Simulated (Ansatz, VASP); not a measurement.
# SnSe2: VASP beside Ansatz

INCAR

```
  PREC = Accurate
  ENCUT = 520
  EDIFF = 1E-7
  ISMEAR = 0
  SIGMA = 0.05
  LREAL = False
  LASPH = True
  NELM = 100
  ALGO = Normal
  ISIF = 2
  LWAVE = False
  LCHARG = False
  GGA = PE
  NBANDS = 20
```

Contents of KPOINTS:

```
regular mesh
0
Gamma
  12 12 6
```

The input POSCAR:

```
SnSe2
1.0
    3.4918669901      0.0000000000      0.0000000000
   -1.7459334950      3.0240455200      0.0000000000
    0.0000000000      0.0000000000      7.3100165154
Sn Se
1 2
Direct
    0.0000000000      0.0000000000      0.0000000000
    0.3333333333      0.6666666667      0.2500000000
    0.6666666667      0.3333333333      0.7500000000
```

Input for Ansatz:

```yaml
crystal:
  lattice:
    - [3.4918669901, 0.0, 0.0]
    - [-1.745933495, 3.02404552, 0.0]
    - [0.0, 0.0, 7.3100165154]
  atoms:
    - { symbol: Sn, position: [0.0, 0.0, 0.0] }
    - { symbol: Se, position: [0.3333333333, 0.6666666667, 0.25] }
    - { symbol: Se, position: [0.6666666667, 0.3333333333, 0.75] }
basis:
  ecutwfc: 420
kpoints:
  mp_grid: { grid: [12, 12, 6] }
hamiltonian:
  xc: pbe
scf:
  occupations: { method: gaussian, width: 0.05 }
output:
  forces: true
  stress: true
  eigenvalues: true
```

Alike in both runs: task single point; functional PBE; k mesh 12 × 12 × 6; occupations gaussian, width 0.05 eV; no spin polarisation.

|  | VASP | Ansatz |
| --- | --- | --- |
| version | VASP 6.6.1 | Ansatz 0.2.0 |
| potentials or method | VASP PAW PBE potentials, release 64 (Sn_d, Se), cutoff 520 eV | scalar-relativistic, plane waves, PAW |
| valence electrons in the cell | 26 | 46 |

VASP gave:

| Quantity | Value |
| --- | --- |
| gap on the k mesh at the Fermi level (eV) | none |
| pressure (GPa) | 6.4 |
| traceless stress, the component that is largest in VASP (GPa) | -12.90 |
| rms of the force components (eV/Å) | 0.393 |

Task: Which values does Ansatz return?

Result: gap on the k mesh at the Fermi level (eV): none; pressure (GPa): 6.3; traceless stress, the component that is largest in VASP (GPa): -12.94; rms of the force components (eV/Å): 0.401.

Atom by atom the forces differ by 0.007 eV/Å (rms over components). A gap of «none» marks a metal or a gap that the smearing closes. VASP's potentials hold 26 valence electrons a cell and Ansatz's 46, so a difference there can come from the potentials and not from the codes.
